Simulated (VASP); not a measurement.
# Ga3Sb (I4/mmm) in VASP: a series of runs

Ga3Sb is run at these levels: PBEsol+D3(BJ); tasks: single point.

Everything below comes from runs of VASP 6.6.1. Logs are shortened: lines on timing, memory, paths and dates and some standing lists are left out, and cuts for length are marked.

## 1. The cell of the first run

Symmetry: I4/mmm, No. 139, tetragonal system. The conventional cell has a = 4.448 Å, b = 4.448 Å, c = 7.930 Å, α = 90.00°, β = 90.00°, γ = 90.00°. Ga (site symmetry -4m2) has 10 Ga at 2.98 to 3.96 Å and 4 Sb at 2.98 Å within 4.0 Å. Ga (site symmetry 4/mmm) has 8 Ga at 2.98 Å and 6 Sb at 3.15 to 3.96 Å within 4.0 Å. Sb (site symmetry 4/mmm) has 14 Ga at 2.98 to 3.96 Å within 4.0 Å.

## 2. Single point, PBEsol+D3(BJ)

File INCAR:

```
PREC     = Accurate       # precision mode
ENCUT    = 500            # plane-wave cutoff, eV
EDIFF    = 1E-6           # SCF threshold, eV
ISMEAR   = 0              # smearing method
SIGMA    = 0.15           # smearing width, eV
LREAL    = False          # projectors in reciprocal space
LASPH    = True           # aspherical terms in the spheres
NELM     = 120            # most SCF steps
ALGO     = Normal         # electronic algorithm
ISIF     = 2              # what is computed and relaxed
LWAVE    = False          # write WAVECAR
LCHARG   = False          # write CHGCAR
GGA      = PS             # functional
IVDW     = 12             # dispersion correction
NBANDS   = 30             # bands
GGA_COMPAT= False
```

File KPOINTS:

```
Automatic mesh
0
Gamma
  14 14 14
```

File POSCAR:

```
Ga3Sb
1.0
   -2.2239238256      2.2239238256      3.9648113962
    2.2239238256     -2.2239238256      3.9648113962
    2.2239238256      2.2239238256     -3.9648113962
Ga Sb
3 1
Direct
    0.7500000000      0.2500000000      0.5000000000
    0.2500000000      0.7500000000      0.5000000000
    0.5000000000      0.5000000000      0.0000000000
    0.0000000000      0.0000000000      0.0000000000
```

Potentials or basis: VASP PAW PBE potentials, release 64 (Ga_d, Sb).

Command:

```bash
$ cat potpaw_PBE.64/Ga_d/POTCAR potpaw_PBE.64/Sb/POTCAR > POTCAR
$ mpirun -np 1 vasp_std > vasp.out
```

OUTCAR:

```text
PREC = Accurate
   ENCUT = 500
   EDIFF = 1E-6
   ISMEAR = 0
   LREAL = False
   LASPH = True
   NELM = 120
   ISIF = 2
   GGA = PS
   IVDW = 12
 IVDW          = 12

 ion  position               nearest neighbor table
   1  0.750  0.250  0.500-   4 2.98   4 2.98   4 2.98   4 2.98
   2  0.250  0.750  0.500-   4 2.98   4 2.98   4 2.98   4 2.98
   3  0.500  0.500  0.000-   4 3.15   4 3.15   4 3.15   4 3.15
   4  0.000  0.000  0.000-   1 2.98   2 2.98   1 2.98   2 2.98   1 2.98   2 2.98   1 2.98   2 2.98
                             3 3.15   3 3.15   3 3.15   3 3.15

  LATTYP: Found a body centered tetragonal cell.
 ALAT       =     4.4478476512
 C/A-ratio  =     1.7828000000

  Lattice vectors:

 A1 = (  -2.2239238256,   2.2239238256,   3.9648113962)
 A2 = (   2.2239238256,  -2.2239238256,   3.9648113962)
 A3 = (   2.2239238256,   2.2239238256,  -3.9648113962)

Analysis of symmetry for initial positions (statically):
=====================================================================
 Subroutine PRICEL returns:
 Original cell was already a primitive cell.

 Routine SETGRP: Setting up the symmetry group for a
 body centered tetragonal supercell.

 Subroutine GETGRP returns: Found 16 space group operations
 (whereof 16 operations were pure point group operations)
 out of a pool of 16 trial point group operations.

The static configuration has the point symmetry D_4h.

Analysis of symmetry for dynamics (positions and initial velocities):
=====================================================================
 Subroutine PRICEL returns:
 Original cell was already a primitive cell.

 Routine SETGRP: Setting up the symmetry group for a
 body centered tetragonal supercell.

 Subroutine GETGRP returns: Found 16 space group operations
 (whereof 16 operations were pure point group operations)
 out of a pool of 16 trial point group operations.

The dynamic configuration has the point symmetry D_4h.

 Subroutine INISYM returns: Found 16 space group operations
 (whereof 16 operations are pure point group operations),
 and found     1 'primitive' translations

----------------------------------------------------------------------------------------

                                     Primitive cell

  volume of cell :      78.4372

  direct lattice vectors                    reciprocal lattice vectors
[... 89 lines left out ...]
   ENCUT  =  500.0 eV  36.75 Ry    6.06 a.u.   9.23  9.23  9.23*2*pi/ulx,y,z
   NELM   =    120;   NELMIN=  2; NELMDL= -5     # of ELM steps
   EDIFF  = 0.1E-05   stopping-criterion for ELM
   LREAL  =      F    real-space projection
   EDIFFG = 0.1E-04   stopping-criterion for IOM
   NSW    =      0    number of steps for IOM
   IBRION =     -1    ionic relax: 0-MD 1-quasi-New 2-CG
   NFREE  =      0    steps in history (QN), initial steepest desc. (CG)
   ISIF   =      2    stress and relaxation
   ISYM   =      2    0-nonsym 1-usesym 2-fastsym
   POTIM  = 0.5000    time-step for ionic-motion
   TEBEG  =    0.0;   TEEND  =   0.0 temperature during run
   PSTRESS=    0.0 pullay stress
   NELECT =      44.0000    total number of electrons
   NUPDOWN=      -1.0000    fix difference up-down
   EMIN   =  10.00;   EMAX   =-10.00  energy-range for DOS
   EFERMI =   0.00;   METHOD = LEGACY
   ISMEAR =     0;   SIGMA  =   0.15  broadening in eV -4-tet -1-fermi 0-gaus
   EFERMI_NEDOS =   21; number of points for ismear=-14 and -15
   IALGO  =     38    algorithm
   IMIX   =      4    mixing-type and parameters
     AMIX     =   0.40;   BMIX     =  1.00
     AMIX_MAG =   1.60;   BMIX_MAG =  1.00
  volume/ion in A,a.u.               =      19.61       132.33
  Fermi-wavevector in a.u.,A,eV,Ry     =   1.350159  2.551431 24.802462  1.822930
  Thomas-Fermi vector in A             =   2.477687
   LORBIT       =      0    0 simple, 1 ext, 2 COOP (PROOUT), +10 PAW based schemes
   GGA     = PS    functional components
   LHFCALC =     F    Hartree Fock is set to
   AEXX    =    0.0000 exact exchange contribution
   IVDW    =    12    specifies the selected vdW correction
   LEPSILON=     F    determine dielectric tensor
   LRPA    =     F    only Hartree local field effects (RPA)
 non-spin polarized calculation
 Gauss-broadening in eV      SIGMA  =   0.15
  energy-cutoff  :      500.00
  volume of cell :       78.44
 maximum number of plane-waves:      2015
 NGX is ok and might be reduce to    40
   NGX = 19   NGY = 19   NGZ = 19

 number of electron      44.0000018 magnetization

 Free energy of the ion-electron system (eV)
  ---------------------------------------------------
  ext. energy  EPLUGINS =         0.00000000
  ---------------------------------------------------
  free energy    TOTEN  =       -14.28463064 eV

  energy without entropy =      -14.26737695  energy(sigma->0) =      -14.27600379

 E-fermi :   7.1051     XC(G=0): -11.1824

 val. band max:        7.0964828032   @ k =  -0.3571   0.3571   0.1429
 cond. band min:       7.1109414391   @ k =  -0.0714   0.2143   0.0714
 fundamental gap:      0.0144586359
 Fermi energy:         7.1050645729

 k-point     1 :       0.0000    0.0000    0.0000
  band No.  band energies     occupation
      1      -7.8847      2.00000
      2      -7.8551      2.00000
      3      -7.8287      2.00000
      4      -7.8050      2.00000
      5      -7.8050      2.00000
      6      -7.7964      2.00000
[... 781 lines left out ...]
     29      12.9464      0.00000
     30      14.9527      0.00000

 [... further k-points ...]

------------------------ aborting loop because EDIFF is reached ----------------------------------------

 Edisp (eV)   -1.49896

 E8    (eV) :    -1.0363

  FORCE on cell =-STRESS in cart. coord.  units (eV):
  Direction    XX          YY          ZZ          XY          YZ          ZX
  --------------------------------------------------------------------------------------
  -------------------------------------------------------------------------------------
  Total       0.00880     0.00880     0.20801     0.00000    -0.00000     0.00000
  in kB       0.17967     0.17967     4.24887     0.00000    -0.00000     0.00000
  external pressure =        1.54 kB  Pullay stress =        0.00 kB

 VOLUME and BASIS-vectors are now :
 -----------------------------------------------------------------------------
  energy-cutoff  :      500.00
  volume of cell :       78.44
      direct lattice vectors                 reciprocal lattice vectors
    -2.223923826  2.223923826  3.964811396     0.000000000  0.224827844  0.126109403
     2.223923826 -2.223923826  3.964811396     0.224827844  0.000000000  0.126109403
     2.223923826  2.223923826 -3.964811396     0.224827844  0.224827844  0.000000000

 POSITION                                       TOTAL-FORCE (eV/Angst)
 -----------------------------------------------------------------------------------
      0.00000      2.22392      1.98241         0.000000      0.000000     -0.000000
      2.22392      0.00000      1.98241         0.000000     -0.000000     -0.000000
      0.00000      0.00000      3.96481        -0.000000     -0.000000      0.000000
      0.00000      0.00000      0.00000        -0.000000     -0.000000      0.000000
 -----------------------------------------------------------------------------------
    total drift:                               -0.000000     -0.000000      0.000000

  FREE ENERGIE OF THE ION-ELECTRON SYSTEM (eV)
  ---------------------------------------------------
  free  energy   TOTEN  =       -15.7835907598 eV

  energy  without entropy=      -15.7663370650  energy(sigma->0) =      -15.77496391
```

OSZICAR:

```text
N       E                     dE             d eps       ncg     rms          rms(c)
DAV:   1     0.292257403659E+03    0.29226E+03   -0.20218E+04 15004   0.238E+03
DAV:   2     0.209086684532E+02   -0.27135E+03   -0.26402E+03 15132   0.494E+02
DAV:   3    -0.132827569760E+02   -0.34191E+02   -0.33391E+02 16734   0.135E+02
DAV:   4    -0.143689909503E+02   -0.10862E+01   -0.10797E+01 17202   0.259E+01
DAV:   5    -0.143971056846E+02   -0.28115E-01   -0.28105E-01 19094   0.414E+00    0.294E+00
DAV:   6    -0.143082515573E+02    0.88854E-01   -0.18320E-01 19686   0.579E+00    0.152E+00
DAV:   7    -0.142865066966E+02    0.21745E-01   -0.40196E-02 21002   0.214E+00    0.325E-01
DAV:   8    -0.142846733710E+02    0.18333E-02   -0.42242E-03 16598   0.113E+00    0.439E-02
DAV:   9    -0.142846232170E+02    0.50154E-04   -0.85696E-04 17306   0.650E-01    0.269E-02
DAV:  10    -0.142846266921E+02   -0.34751E-05   -0.18396E-04 17592   0.358E-01    0.126E-02
DAV:  11    -0.142846297326E+02   -0.30405E-05   -0.52115E-05 19836   0.116E-01    0.507E-03
DAV:  12    -0.142846306403E+02   -0.90769E-06   -0.75046E-06 14692   0.293E-02
   1 F= -.15783591E+02 E0= -.15774964E+02  d E =-.172537E-01
```

stdout:

```text
POSCAR found type information on POSCAR GaSb
 POSCAR found :  2 types and       4 ions
 scaLAPACK will be used
 -----------------------------------------------------------------------------
|                                                                             |
|                                                                             |
|     You enforced a specific xc type in the INCAR file but a different       |
|     I HOPE YOU KNOW WHAT YOU ARE DOING!                                     |
|                                                                             |
 -----------------------------------------------------------------------------

 LDA part: xc-table for (Slater+PW92), standard interpolation
 POSCAR, INCAR and KPOINTS ok, starting setup
 FFT: planning ... GRIDC
 FFT: planning ... GRID_SOFT
 FFT: planning ... GRID
 WAVECAR not read
 entering main loop
```

Wall time 8.7 min (1 thread of Intel Xeon Platinum 8259CL at 2.50GHz (Skylake/Cascade Lake), shared host); peak memory 0.58 GiB.

What came out:

- Free energy: -15.7836 eV
- Pressure: 0.2 GPa
- Band gap on the k mesh: zero (bands 22 and 23 overlap by 4.82 eV)
- Dispersion energy per atom: -0.375 eV

Stress tensor (GPa, compression positive):
```
0.02 0.00 0.00
0.00 0.02 0.00
0.00 0.00 0.42
```

Caveat: the PAW data sets were made with another functional, which shifts forces and pressure a little; spin-orbit coupling is left out, which moves the levels of the heavy elements.

## 3. Single point, PBEsol+D3(BJ) (18.83 Å³/atom)

This run uses another cell than the first one, of 18.83 Å³/atom.

File INCAR:

```
SYSTEM = Ga3Sb
PREC = Accurate ; ENCUT = 520
EDIFF = 1E-6 ; ISMEAR = 0
SIGMA = 0.15 ; LREAL = .False.
LASPH = .True. ; NELM = 60
ALGO = Fast ; ISIF = 2
LWAVE = .False. ; LCHARG = .False.
GGA = PS ; IVDW = 12
NBANDS = 30
```

File KPOINTS:

```
regular mesh
0
Gamma
  14 14 14
  0 0 0
```

File POSCAR:

```
Ga3Sb
1.0
   -2.0647600350      2.0647600350      4.4156619108
    2.0647600350     -2.0647600350      4.4156619108
    2.0647600350      2.0647600350     -4.4156619108
Ga Sb
3 1
Direct
    0.7500000000      0.2500000000      0.5000000000
    0.2500000000      0.7500000000      0.5000000000
    0.5000000000      0.5000000000      0.0000000000
    0.0000000000      0.0000000000      0.0000000000
```

Potentials or basis: VASP PAW PBE potentials, release 64 (Ga_d, Sb).

Command:

```bash
$ cat potpaw_PBE.64/Ga_d/POTCAR potpaw_PBE.64/Sb/POTCAR > POTCAR
$ mpirun -np 1 vasp_std > vasp.out
```

OUTCAR:

```text
SYSTEM = Ga3Sb
   PREC = Accurate
   ENCUT = 520
   EDIFF = 1E-6
   ISMEAR = 0
   LREAL = .False.
   LASPH = .True.
   NELM = 60
   ISIF = 2
   GGA = PS
   IVDW = 12
 IVDW          = 12

 ion  position               nearest neighbor table
   1  0.750  0.250  0.500-   2 2.92   2 2.92   2 2.92   2 2.92   4 3.02   4 3.02   4 3.02   4 3.02

   2  0.250  0.750  0.500-   1 2.92   1 2.92   1 2.92   1 2.92   4 3.02   4 3.02   4 3.02   4 3.02

   3  0.500  0.500  0.000-   4 2.92   4 2.92   4 2.92   4 2.92
   4  0.000  0.000  0.000-   3 2.92   3 2.92   3 2.92   3 2.92   2 3.02   1 3.02   2 3.02   2 3.02
                             1 3.02   1 3.02   2 3.02   1 3.02

  LATTYP: Found a body centered tetragonal cell.
 ALAT       =     4.1295200700
 C/A-ratio  =     2.1385835816

  Lattice vectors:

 A1 = (  -2.0647600350,   2.0647600350,   4.4156619108)
 A2 = (   2.0647600350,  -2.0647600350,   4.4156619108)
 A3 = (   2.0647600350,   2.0647600350,  -4.4156619108)

Analysis of symmetry for initial positions (statically):
=====================================================================
 Subroutine PRICEL returns:
 Original cell was already a primitive cell.

 Routine SETGRP: Setting up the symmetry group for a
 body centered tetragonal supercell.
[... 175 lines left out ...]
 cond. band min:       7.5689105895   @ k =   0.4286   0.2143  -0.0000
 fundamental gap:      0.0190594308
 Fermi energy:         7.5668624353

 k-point     1 :       0.0000    0.0000    0.0000
  band No.  band energies     occupation
      1      -7.5001      2.00000
      2      -7.4599      2.00000
      3      -7.4218      2.00000
      4      -7.3664      2.00000
      5      -7.3664      2.00000
      6      -7.3638      2.00000
[... 781 lines left out ...]
     29      12.7161      0.00000
     30      15.9256      0.00000

 [... further k-points ...]

------------------------ aborting loop because EDIFF is reached ----------------------------------------

 Edisp (eV)   -1.56255

 E8    (eV) :    -1.0803

  FORCE on cell =-STRESS in cart. coord.  units (eV):
  Direction    XX          YY          ZZ          XY          YZ          ZX
  --------------------------------------------------------------------------------------
  -------------------------------------------------------------------------------------
  Total       1.41231     1.41231     1.39478     0.00000    -0.00000    -0.00000
  in kB      30.05007    30.05007    29.67709     0.00000    -0.00000    -0.00000
  external pressure =       29.93 kB  Pullay stress =        0.00 kB

 VOLUME and BASIS-vectors are now :
 -----------------------------------------------------------------------------
  energy-cutoff  :      520.00
  volume of cell :       75.30
      direct lattice vectors                 reciprocal lattice vectors
    -2.064760035  2.064760035  4.415661911     0.000000000  0.242158891  0.113233307
     2.064760035 -2.064760035  4.415661911     0.242158891  0.000000000  0.113233307
     2.064760035  2.064760035 -4.415661911     0.242158891  0.242158891  0.000000000

 POSITION                                       TOTAL-FORCE (eV/Angst)
 -----------------------------------------------------------------------------------
      0.00000      2.06476      2.20783        -0.000000      0.000000      0.000000
      2.06476      0.00000      2.20783         0.000000     -0.000000      0.000000
      0.00000      0.00000      4.41566         0.000000     -0.000000     -0.000000
      0.00000      0.00000      0.00000         0.000000     -0.000000     -0.000000
 -----------------------------------------------------------------------------------
    total drift:                               -0.000000     -0.000000      0.000000

  FREE ENERGIE OF THE ION-ELECTRON SYSTEM (eV)
  ---------------------------------------------------
  free  energy   TOTEN  =       -15.7433938906 eV

  energy  without entropy=      -15.7265824737  energy(sigma->0) =      -15.73498818
```

stdout:

```text
POSCAR found type information on POSCAR GaSb
 POSCAR found :  2 types and       4 ions
 scaLAPACK will be used
 -----------------------------------------------------------------------------
|                                                                             |
|                                                                             |
|     You enforced a specific xc type in the INCAR file but a different       |
|     I HOPE YOU KNOW WHAT YOU ARE DOING!                                     |
|                                                                             |
 -----------------------------------------------------------------------------

 LDA part: xc-table for (Slater+PW92), standard interpolation
 POSCAR, INCAR and KPOINTS ok, starting setup
 FFT: planning ... GRIDC
 FFT: planning ... GRID_SOFT
 FFT: planning ... GRID
 WAVECAR not read
 entering main loop
WARNING in EDDRMM: call to ZHEGV failed, returncode =   8  4     28
WARNING in EDDRMM: call to ZHEGV failed, returncode =   8  4     29
```

Wall time 6.2 min (1 thread of Intel Xeon 6975P-C (Granite Rapids), shared host); peak memory 0.58 GiB.

What came out:

```yaml
Free_energy: -15.7434 eV
Pressure: 3.0 GPa
Band_gap_on_the_k_mesh: zero (bands 22 and 23 overlap by 5.30 eV)
Dispersion_energy_per_atom: -0.391 eV
```

Caveat: the PAW data sets were made with another functional, which shifts forces and pressure a little; spin-orbit coupling is left out, which moves the levels of the heavy elements.

## 4. Single point, PBEsol+D3(BJ) (18.83 Å³/atom)

This run uses another cell than the first one, of 18.83 Å³/atom.

File INCAR:

```
SYSTEM = Ga3Sb
PREC     = Accurate       ! precision mode
ENCUT    = 520            ! plane-wave cutoff, eV
EDIFF    = 1E-6           ! SCF threshold, eV
ISMEAR   = 0              ! smearing method
SIGMA    = 0.15           ! smearing width, eV
LREAL    = .False.        ! projectors in reciprocal space
LASPH    = .True.         ! aspherical terms in the spheres
NELM     = 60             ! most SCF steps
ALGO     = Fast           ! electronic algorithm
ISIF     = 2              ! what is computed and relaxed
LWAVE    = .False.        ! write WAVECAR
LCHARG   = .False.        ! write CHGCAR
GGA      = PS             ! functional
IVDW     = 12             ! dispersion correction
NBANDS   = 30             ! bands
```

File KPOINTS:

```
Automatic mesh
0
Gamma
  14 14 14
  0 0 0
```

File POSCAR:

```
Ga3Sb
1.0
   -1.9432408502      1.9432408502      4.9851900770
    1.9432408502     -1.9432408502      4.9851900770
    1.9432408502      1.9432408502     -4.9851900770
Ga Sb
3 1
Direct
    0.7500000000      0.2500000000      0.5000000000
    0.2500000000      0.7500000000      0.5000000000
    0.5000000000      0.5000000000      0.0000000000
    0.0000000000      0.0000000000      0.0000000000
```

Command:

```bash
$ cat potpaw_PBE.64/Ga_d/POTCAR potpaw_PBE.64/Sb/POTCAR > POTCAR
$ mpirun -np 1 vasp_std > vasp.out
```

Wall time 7.6 min (1 thread of Intel Xeon 6975P-C (Granite Rapids), shared host); peak memory 0.6 GiB.

The run converged. Its results:

- Free energy: -15.6970 eV
- Pressure: 3.6 GPa
- Band gap on the k mesh: zero (bands 22 and 23 overlap by 4.44 eV)
- Dispersion energy per atom: -0.390 eV

Stress tensor (GPa, compression positive):
```
4.43 0.00 0.00
0.00 4.43 0.00
0.00 0.00 1.84
```

Levels at points of the mesh, in eV from the Fermi level:
| k point | band 19 | band 20 | band 21 | band 22 | band 23 | band 24 | band 25 | band 26 |
| --- | --- | --- | --- | --- | --- | --- | --- | --- |
| (0.00, 0.00, 0.00) | -2.03 | -2.03 | -1.98 | -0.43 | -0.24 | -0.24 | 1.68 | 1.71 |
| (0.50, 0.00, 0.00) | -6.15 | -0.50 | -0.28 | 0.04 | 1.07 | 1.86 | 2.05 | 3.61 |
| (0.50, 0.50, 0.00) | -5.77 | -5.15 | -4.68 | -1.85 | -1.29 | -0.28 | 0.49 | 5.18 |
| (0.50, 0.50, 0.50) | -2.93 | -2.38 | -1.00 | 1.08 | 1.96 | 1.96 | 2.04 | 3.88 |

Caveat: the cell stands under pressure; the PAW data sets were made with another functional, which shifts forces and pressure a little; spin-orbit coupling is left out, which moves the levels of the heavy elements.

[end of part 1 of 2]
